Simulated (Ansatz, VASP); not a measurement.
AgCl in VASP and in Ansatz

Contents of INCAR:

```
SYSTEM = AgCl
PREC = Accurate
ENCUT = 630
EDIFF = 1E-6
ISMEAR = -1
SIGMA = 0.02
LREAL = .False.
LASPH = .True.
NELM = 120
ALGO = Normal
ISIF = 2
LWAVE = .False.
LCHARG = .True.
GGA = PE
LELF = .True.
LVHAR = .True.
NBANDS = 20
GGA_COMPAT = .False.
```

File KPOINTS:

```
regular mesh
0
Gamma
  8 8 8
  0 0 0
```

POSCAR

```
AgCl
1.0
    3.4057849092      0.0390593693      0.0390593693
    0.0390593693      3.4057849092      0.0390593693
    0.0390593693      0.0390593693      3.4057849092
Ag Cl
1 1
Direct
    0.0000000000      0.0000000000      0.0000000000
    0.5000000000      0.5000000000      0.5000000000
```

Input for Ansatz:

```yaml
crystal:
  lattice:
    - [3.4057849092, 0.0390593693, 0.0390593693]
    - [0.0390593693, 3.4057849092, 0.0390593693]
    - [0.0390593693, 0.0390593693, 3.4057849092]
  atoms:
    - { symbol: Ag, position: [0.0, 0.0, 0.0] }
    - { symbol: Cl, position: [0.5, 0.5, 0.5] }
kpoints:
  mp_grid: { grid: [8, 8, 8] }
  band_path:
    path:
      - [0.0, 0.0, 0.0]
      - [0.0, 0.5, 0.0]
      - [0.5, 0.5, 0.0]
      - [0.5, 0.5, 0.5]
      - [0.0, 0.0, 0.5]
    npoints: 1
hamiltonian:
  xc: pbe
scf:
  occupations: { method: fermi_dirac, width: 0.02 }
  n_extra_bands: 4
output:
  forces: true
  stress: true
  eigenvalues: true
```

Change from the starting cell: epitaxial_111 strain -0.9%.

Alike in both runs: task single point; functional PBE; k mesh 8 × 8 × 8; occupations fermi-dirac, width 0.02 eV; no spin polarisation.

```csv
,VASP,Ansatz
version,VASP 6.6.1,Ansatz 0.2.0
potentials or method,"VASP PAW PBE potentials, release 64 (Ag_sv_GW, Cl)","plane waves, PAW"
plane-wave cutoff (eV),630,420
valence electrons in the cell,26,26
```

|  | VASP | Ansatz | Ansatz less VASP |
| --- | --- | --- | --- |
| pressure (GPa) | 1.0 | 1.2 | +0.14 |
| traceless stress, the component that is largest in VASP (GPa) | 0.26 | 0.26 | -0.003 |

With one functional, cell and mesh, what is left measures potentials, basis and numerics.
